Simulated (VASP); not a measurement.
# CdS (Fm-3m) in VASP: phonons with r2SCAN

Aim: the phonons of CdS with r2SCAN.

Program: VASP 6.6.1. These are calculated values, not measurements. Logs are shortened: lines on timing, memory, paths and dates and some standing lists are left out, and cuts for length are marked.

## (1) The cell of the first run

It takes space group Fm-3m (No. 225, cubic). The conventional cell has a = 5.454 Å, b = 5.454 Å, c = 5.454 Å, α = 90.00°, β = 90.00°, γ = 90.00°. Cd (site symmetry m-3m) has 6 S at 2.73 Å within 3.6 Å. S (site symmetry m-3m) has 6 Cd at 2.73 Å within 3.6 Å.

## (2) Phonons, r2SCAN (zone-centre modes of this cell by finite displacements)

File INCAR:

```
SYSTEM = CdS
PREC = Accurate
ENCUT = 520
EDIFF = 1E-8
ISMEAR = 0
SIGMA = 0.05
LREAL = .FALSE.
LASPH = .TRUE.
NELM = 60
ALGO = Normal
ISIF = 2
LWAVE = .FALSE.
LCHARG = .TRUE.
METAGGA = R2SCAN
LMIXTAU = .TRUE.
NBANDS = 16
IBRION = 6
NFREE = 2
POTIM = 0.015
NSW = 1
```

File KPOINTS:

```
regular mesh
0
G
  8 8 8
  0 0 0
```

File POSCAR:

```
CdS
1.0
    0.0000000000      2.7269062253      2.7269062253
    2.7269062253      0.0000000000      2.7269062253
    2.7269062253      2.7269062253      0.0000000000
Cd S
1 1
Direct
    0.0000000000      0.0000000000      0.0000000000
    0.5000000000      0.5000000000      0.5000000000
```

Potentials or basis: VASP PAW PBE potentials, release 64 (Cd, S).

Run with:

```console
$ cat potpaw_PBE.64/Cd/POTCAR potpaw_PBE.64/S/POTCAR > POTCAR
$ mpirun -np 1 vasp_std > vasp.out
```

OUTCAR:

```text
SYSTEM = CdS
   PREC = Accurate
   ENCUT = 520
   EDIFF = 1E-8
   ISMEAR = 0
   LREAL = .FALSE.
   LASPH = .TRUE.
   NELM = 60
   ISIF = 2
   METAGGA = R2SCAN
   IBRION = 6
   NFREE = 2
   POTIM = 0.015
   NSW = 1

 ion  position               nearest neighbor table
   1  0.000  0.000  0.000-   2 2.73   2 2.73   2 2.73   2 2.73   2 2.73   2 2.73
   2  0.500  0.500  0.500-   1 2.73   1 2.73   1 2.73   1 2.73   1 2.73   1 2.73

  LATTYP: Found a face centered cubic cell.
 ALAT       =     5.4538124506

  Lattice vectors:

 A1 = (   0.0000000000,   2.7269062253,   2.7269062253)
 A2 = (   2.7269062253,   0.0000000000,   2.7269062253)
 A3 = (   2.7269062253,   2.7269062253,   0.0000000000)

Analysis of symmetry for initial positions (statically):
=====================================================================
 Subroutine PRICEL returns:
 Original cell was already a primitive cell.

 Routine SETGRP: Setting up the symmetry group for a
 face centered cubic supercell.

 Subroutine GETGRP returns: Found 48 space group operations
 (whereof 48 operations were pure point group operations)
 out of a pool of 48 trial point group operations.

The static configuration has the point symmetry O_h .

Analysis of symmetry for dynamics (positions and initial velocities):
=====================================================================
 Subroutine PRICEL returns:
 Original cell was already a primitive cell.

 Routine SETGRP: Setting up the symmetry group for a
 face centered cubic supercell.

 Subroutine GETGRP returns: Found 48 space group operations
 (whereof 48 operations were pure point group operations)
 out of a pool of 48 trial point group operations.

The dynamic configuration has the point symmetry O_h .

 Subroutine INISYM returns: Found 48 space group operations
 (whereof 48 operations are pure point group operations),
 and found     1 'primitive' translations

----------------------------------------------------------------------------------------

                                     Primitive cell

  volume of cell :      40.5546

  direct lattice vectors                    reciprocal lattice vectors
     0.000000000  2.726906225  2.726906225    -0.183357974  0.183357974  0.183357974
     2.726906225  0.000000000  2.726906225     0.183357974 -0.183357974  0.183357974
     2.726906225  2.726906225  0.000000000     0.183357974  0.183357974 -0.183357974

  length of vectors
     3.856427767  3.856427767  3.856427767     0.317585326  0.317585326  0.317585326

  position of ions in fractional coordinates (direct lattice)
     0.000000000  0.000000000  0.000000000
     0.500000000  0.500000000  0.500000000

  ion indices of the primitive-cell ions
   primitive index   ion index
                 1           1
                 2           2

----------------------------------------------------------------------------------------

 KPOINTS: regular mesh

Automatic generation of k-mesh.
 Grid dimensions read from file:
 generate k-points for:    8    8    8

 Generating k-lattice:

  Cartesian coordinates                     Fractional coordinates (reciprocal lattice)
    -0.022919747  0.022919747  0.022919747     0.125000000  0.000000000  0.000000000
     0.022919747 -0.022919747  0.022919747     0.000000000  0.125000000  0.000000000
     0.022919747  0.022919747 -0.022919747     0.000000000  0.000000000  0.125000000
[... 55 lines left out ...]
   ENCUT  =  520.0 eV  38.22 Ry    6.18 a.u.   7.17  7.17  7.17*2*pi/ulx,y,z
   NELM   =     60;   NELMIN=  2; NELMDL= -5     # of ELM steps
   EDIFF  = 0.1E-07   stopping-criterion for ELM
   LREAL  =      F    real-space projection
   EDIFFG = 0.1E-06   stopping-criterion for IOM
   NSW    =     61    number of steps for IOM
   IBRION =      6    ionic relax: 0-MD 1-quasi-New 2-CG
   NFREE  =      2    steps in history (QN), initial steepest desc. (CG)
   ISIF   =      2    stress and relaxation
   ISYM   =      2    0-nonsym 1-usesym 2-fastsym
   POTIM  = 0.0150    time-step for ionic-motion
   TEBEG  =    0.0;   TEEND  =   0.0 temperature during run
   PSTRESS=    0.0 pullay stress
   NELECT =      18.0000    total number of electrons
   NUPDOWN=      -1.0000    fix difference up-down
   EMIN   =  10.00;   EMAX   =-10.00  energy-range for DOS
   EFERMI =   0.00;   METHOD = LEGACY
   ISMEAR =     0;   SIGMA  =   0.05  broadening in eV -4-tet -1-fermi 0-gaus
   EFERMI_NEDOS =   21; number of points for ismear=-14 and -15
   IALGO  =     38    algorithm
   IMIX   =      4    mixing-type and parameters
     AMIX     =   0.40;   BMIX     =  1.00
     AMIX_MAG =   1.60;   BMIX_MAG =  1.00
  volume/ion in A,a.u.               =      20.28       136.84
  Fermi-wavevector in a.u.,A,eV,Ry     =   1.248779  2.359849 21.217580  1.559448
  Thomas-Fermi vector in A             =   2.382850
   LORBIT       =      0    0 simple, 1 ext, 2 COOP (PROOUT), +10 PAW based schemes
   METAGGA = R2SCAN    functional components
   LHFCALC =     F    Hartree Fock is set to
   AEXX    =    0.0000 exact exchange contribution
   IVDW    =     0    specifies the selected vdW correction
   LEPSILON=     F    determine dielectric tensor
   LRPA    =     F    only Hartree local field effects (RPA)
 finite differences with symmetry
 non-spin polarized calculation
 Gauss-broadening in eV      SIGMA  =   0.05
  energy-cutoff  :      520.00
  volume of cell :       40.55
 maximum number of plane-waves:      1106
 NGX is ok and might be reduce to    30
   NGX = 15   NGY = 15   NGZ = 15

--------------------------------------- Ionic step        1  -------------------------------------------

 number of electron      18.0000003 magnetization

 Free energy of the ion-electron system (eV)
  ---------------------------------------------------
  ext. energy  EPLUGINS =         0.00000000
  ---------------------------------------------------
  free energy    TOTEN  =       -29.52437818 eV

  energy without entropy =      -29.52437818  energy(sigma->0) =      -29.52437818

------------------------ aborting loop because EDIFF is reached ----------------------------------------

  FORCE on cell =-STRESS in cart. coord.  units (eV):
  Direction    XX          YY          ZZ          XY          YZ          ZX
  --------------------------------------------------------------------------------------
  -------------------------------------------------------------------------------------
  Total        0.1169029      0.1169029      0.1169029     -0.0000000     -0.0000000     -0.0000000
  in kB        4.6184395      4.6184395      4.6184395     -0.0000000     -0.0000000     -0.0000000
  external PRESSURE =       4.6184395 kB  Pullay stress =       0.0000000 kB
[... 131 lines left out ...]
--------------------------------------- Ionic step        5  -------------------------------------------

 number of electron      18.0000004 magnetization

 Free energy of the ion-electron system (eV)
  ---------------------------------------------------
  ext. energy  EPLUGINS =         0.00000000
  ---------------------------------------------------
  free energy    TOTEN  =       -29.52417254 eV

  energy without entropy =      -29.52417254  energy(sigma->0) =      -29.52417254

 E-fermi :   2.9779     XC(G=0): -11.0038

 val. band max:        2.7491524553   @ k =   0.5000   0.0000   0.0000
 cond. band min:       3.4842822050   @ k =   0.5000   0.5000   0.0000
 fundamental gap:      0.7351297497
 Fermi energy:         2.9779222316

 k-point     1 :       0.0000    0.0000    0.0000
  band No.  band energies     occupation
      1     -10.5904      2.00000
      2      -5.1092      2.00000
      3      -5.1086      2.00000
      4      -5.1082      2.00000
      5      -5.1082      2.00000
      6      -5.1080      2.00000
[... 433 lines left out ...]
      3      -5.2089      2.00000
      4      -5.1639      2.00000
      5      -4.8907      2.00000
      6      -4.7908      2.00000
[... 8 lines left out ...]
     15      15.9017      0.00000
     16      18.0599      0.00000

 [... further k-points ...]

------------------------ aborting loop because EDIFF is reached ----------------------------------------

  FORCE on cell =-STRESS in cart. coord.  units (eV):
  Direction    XX          YY          ZZ          XY          YZ          ZX
  --------------------------------------------------------------------------------------
  -------------------------------------------------------------------------------------
  Total        0.1227675      0.1165793      0.1165793      0.0000000     -0.0000000      0.0000000
  in kB        4.8501309      4.6056552      4.6056552      0.0000000     -0.0000000      0.0000000
  external PRESSURE =       4.6871471 kB  Pullay stress =       0.0000000 kB
[... 17 lines left out ...]
  FREE ENERGIE OF THE ION-ELECTRON SYSTEM (eV)
  ---------------------------------------------------
  free  energy   TOTEN  =       -29.5241725396 eV

  energy  without entropy=      -29.5241725396  energy(sigma->0) =      -29.52417254

 INTERNAL STRAIN TENSORS FROM DISPLACED ATOMS
 ============================================

 INTERNAL STRAIN TENSOR FOR ION    1 for displacements in x,y,z  (eV/Angst):
          X           Y           Z          XY          YZ          ZX
  --------------------------------------------------------------------------------
  x     0.00000     0.00000     0.00000     0.00000     0.00000     0.00000
  y     0.00000     0.00000     0.00000     0.00000     0.00000     0.00000
  z     0.00000     0.00000     0.00000     0.00000     0.00000     0.00000

 INTERNAL STRAIN TENSOR FOR ION    2 for displacements in x,y,z  (eV/Angst):
          X           Y           Z          XY          YZ          ZX
  --------------------------------------------------------------------------------
  x     0.00000     0.00000     0.00000     0.00000     0.00000     0.00000
  y     0.00000     0.00000     0.00000     0.00000     0.00000     0.00000
  z     0.00000     0.00000     0.00000     0.00000     0.00000     0.00000

 Eigenvectors and eigenvalues of the dynamical matrix
 ----------------------------------------------------

   1 f  =    4.255426 THz    26.737628 2PiTHz  141.945720 cm-1    17.599018 meV
             X         Y         Z           dx          dy          dz
      0.000000  0.000000  0.000000     0.000000    0.472181    0.000000
      2.726906  2.726906  2.726906     0.000000   -0.881502    0.000000
[... 21 lines left out ...]
   6 f/i=    0.005165 THz     0.032453 2PiTHz    0.172290 cm-1     0.021361 meV
             X         Y         Z           dx          dy          dz
      0.000000  0.000000  0.000000     0.000000    0.000000    0.881502
      2.726906  2.726906  2.726906     0.000000    0.000000    0.472181

 ELASTIC MODULI CONTR FROM IONIC RELAXATION (kBar)
 Direction    XX          YY          ZZ          XY          YZ          ZX
 --------------------------------------------------------------------------------
 XX           0.0000      0.0000      0.0000      0.0000      0.0000      0.0000
 YY           0.0000      0.0000      0.0000      0.0000      0.0000      0.0000
 ZZ           0.0000      0.0000      0.0000      0.0000      0.0000      0.0000
 XY           0.0000      0.0000      0.0000      0.0000      0.0000      0.0000
 YZ           0.0000      0.0000      0.0000      0.0000      0.0000      0.0000
 ZX           0.0000      0.0000      0.0000      0.0000      0.0000      0.0000
 --------------------------------------------------------------------------------
```

It used 870 s of CPU time on 1 thread of AMD EPYC 7R13 Processor (Zen 3), with other jobs on the host.

Results:

- Highest phonon frequency at Γ, LO-TO splitting left out: 142 cm⁻¹

Phonon frequencies in cm⁻¹ (negative: imaginary):
| q point | frequencies |
| --- | --- |
| (0.000, 0.000, 0.000) | 0 0 0 142 142 142 |

Caveat: the cell differs from its parent crystal (zone-centre modes of this cell by finite displacements); the PAW data sets were made with another functional, which shifts forces and pressure a little.
